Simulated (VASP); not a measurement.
Write the native input for VASP 6.6.1 that does the following.

```
Task                               : relaxation of cell and atoms
Functional                         : PBE0
Potentials or basis                : VASP PAW PBE potentials, release 64 (Sb, Ga_d)
Cutoff                             : 600 eV
k mesh                             : 4 × 4 × 4
Occupations                        : fermi-dirac, width 0.05 eV
Spin                               : no spin polarisation
Dipole correction                  : no
Grid for exact exchange (PRECFOCK) : Normal
Further INCAR settings             : ALGO = Normal; EDIFF = 1e-06; IBRION = 2; EDIFFG = -0.01; NSW = 60; ISIF = 3
Share of exact exchange            : 0.25
```

The system is GaSb.

```
Sb Ga
1.0
     0.00000    3.05900    3.05900
     3.05900    0.00000    3.05900
     3.05900    3.05900    0.00000
Sb Ga
1 1
Cartesian
  4.5885 4.5885 4.5885
  0.0000 0.0000 0.0000
```

One way to write it, as run:

POSCAR

```
GaSb
1.0
    0.0000000000      3.0590000000      3.0590000000
    3.0590000000      0.0000000000      3.0590000000
    3.0590000000      3.0590000000      0.0000000000
Sb Ga
1 1
Direct
    0.7500000000      0.7500000000      0.7500000000
    0.0000000000      0.0000000000      0.0000000000
```

INCAR.step1

```
SYSTEM = GaSb
ALGO     = Normal         ! electronic algorithm
EDIFF    = 1E-5           ! SCF threshold, eV
ENCUT    = 600            ! plane-wave cutoff, eV
GGA      = PE             ! functional
ISMEAR   = -1             ! smearing method
LASPH    = .True.         ! aspherical terms in the spheres
LCHARG   = .False.        ! write CHGCAR
LREAL    = .False.        ! projectors in reciprocal space
LWAVE    = .True.         ! write WAVECAR
NBANDS   = 16             ! bands
NELM     = 100            ! most SCF steps
PREC     = Accurate       ! precision mode
SIGMA    = 0.05           ! smearing width, eV
```

INCAR.step2

```
SYSTEM = GaSb
AEXX     = 0.25           ! exact-exchange fraction
ALGO     = Normal         ! electronic algorithm
EDIFF    = 1E-6           ! SCF threshold, eV
EDIFFG   = -0.01          ! ionic threshold
ENCUT    = 600            ! plane-wave cutoff, eV
GGA      = PE             ! functional
IBRION   = 2              ! ionic algorithm
ISIF     = 3              ! what is computed and relaxed
ISMEAR   = -1             ! smearing method
ISTART   = 1            
LASPH    = .True.         ! aspherical terms in the spheres
LCHARG   = .False.        ! write CHGCAR
LHFCALC  = .True.         ! exact exchange
LREAL    = .False.        ! projectors in reciprocal space
LWAVE    = .False.        ! write WAVECAR
NELM     = 100            ! most SCF steps
NSW      = 60             ! ionic steps
PREC     = Accurate       ! precision mode
PRECFOCK = Normal       
SIGMA    = 0.05           ! smearing width, eV
```

KPOINTS

```
k-points
0
Gamma
  4 4 4
  0 0 0
```

Potentials or basis: VASP PAW PBE potentials, release 64 (Sb, Ga_d).

Command:

```bash
$ cat potpaw_PBE.64/Sb/POTCAR potpaw_PBE.64/Ga_d/POTCAR > POTCAR
$ cp INCAR.step1 INCAR
$ mpirun -np 1 vasp_std > vasp.out
$ cp INCAR.step2 INCAR
$ mpirun -np 1 vasp_std > vasp.out
```

Results of the run:

The pressure after relaxing is 0.0 GPa and the band gap on the k mesh is 1.60 eV.

Caveat: the k points lie up to 0.44 Å⁻¹ apart in the final cell; the relaxation stopped at its first step, so nothing moved; the PAW data sets were made with another functional, which shifts forces and pressure a little; spin-orbit coupling is left out, which moves the levels of the heavy elements.

Wall time 12 min on 1 thread of Intel(R) Xeon(R) Platinum 8259CL CPU @ 2.50GHz (Skylake/Cascade Lake) (shared host), peak memory 0.21 GiB.
